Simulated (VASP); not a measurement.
Here is a VASP 6.6.1 calculation.

File INCAR:

```
  PREC = Accurate
  ENCUT = 520
  EDIFF = 1E-6
  ISMEAR = 0
  SIGMA = 0.1
  LREAL = Auto
  LASPH = T
  NELM = 80
  ALGO = Normal
  ISIF = 2
  LWAVE = F
  LCHARG = F
  LDIPOL = T
  IDIPOL = 3
  DIPOL = 0.5 0.5 0.294
  GGA = PE
  NBANDS = 40
```

KPOINTS

```
Automatic mesh
0
Gamma
  5 4 1
```

The input POSCAR:

```
Al8H
1.0
    5.7135165837      0.0000000000      0.0000000000
    0.0000000000      8.0801326415      0.0000000000
    0.0000000000      0.0000000000     22.2432786975
Al H
16 2
Direct
    0.2500000000      0.2500000000      0.1798296040
    0.2500000000      0.7500000000      0.1798296040
    0.7500000000      0.2500000000      0.1798296040
    0.7500000000      0.7500000000      0.1798296040
    0.0000000000      0.0000000000      0.2440458181
    0.0000000000      0.5000000000      0.2440458181
    0.5000000000      0.0000000000      0.2440458181
    0.5000000000      0.5000000000      0.2440458181
    0.2500000000      0.2500000000      0.3102598702
    0.2500000000      0.7500000000      0.3102598702
    0.7500000000      0.2500000000      0.3102598702
    0.7500000000      0.7500000000      0.3102598702
    0.0000000000      0.0000000000      0.3705963860
    0.0000000000      0.5000000000      0.3705963860
    0.5000000000      0.0000000000      0.3705963860
    0.5000000000      0.5000000000      0.3705963860
    0.7500000000     -0.0402221120      0.4339863214
    0.7500000000      0.0402221120      0.4339863214
```

Potentials or basis: VASP PAW PBE potentials, release 64 (Al, H).

The run is started by

```sh
$ cat potpaw_PBE.64/Al/POTCAR potpaw_PBE.64/H/POTCAR > POTCAR
$ mpirun -np 1 vasp_std > vasp.out
```

Q: Predict the largest force.

A: 5.784 eV/Å.

Q: What does it give for the band gap on the k mesh?

A: Zero (bands 25 and 26 overlap by 0.72 eV).

Forces on the atoms (eV/Å):
```
Al   0.000  0.021  0.114
Al   0.000 -0.021  0.114
Al   0.000 -0.037  0.196
Al   0.000  0.037  0.196
Al   0.231  0.000 -0.284
Al   0.097  0.000 -0.181
Al  -0.231  0.000 -0.284
Al  -0.097  0.000 -0.181
Al   0.000 -0.030 -0.157
Al   0.000  0.030 -0.157
Al   0.000 -0.210  0.174
Al   0.000  0.210  0.174
Al   1.231  0.000 -1.008
Al   0.025  0.000  0.024
Al  -1.231  0.000 -1.008
Al  -0.025  0.000  0.024
H    0.000 -5.674  1.122
H    0.000  5.674  1.122
```
